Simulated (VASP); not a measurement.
The system is KBr.

```
K Br
1.0
     4.55930    0.00000    0.00000
    -2.27965    3.94847    0.00000
     0.00000    0.00000    8.02006
K Br
2 2
Direct
  0.00000 0.00000 0.00000
  0.00000 0.00000 0.50000
  0.33333 0.66667 0.25000
  0.66667 0.33333 0.75000
```

Base run:

| Property | Result |
| --- | --- |
| Program | VASP 6.6.1 |
| Functional | PBE |
| Potentials or basis | VASP PAW PBE potentials, release 64 (K_sv, Br) |
| Cutoff | 520 eV |
| k mesh | 6 × 6 × 4 |
| Occupations | gaussian, width 0.01 eV |
| Spin | no spin polarisation |

Its results: band gap on the k mesh 4.35 eV; pressure 0.7 GPa.

Q: The run is repeated on the same cell with these changes: functional from PBE to r2SCAN. What comes out?

A: Band gap on the k mesh 5.00 eV; pressure 0.0 GPa.

Caveats: the PAW data sets were made with another functional, which shifts forces and pressure a little (at least some runs).

A k mesh can miss the band edges.
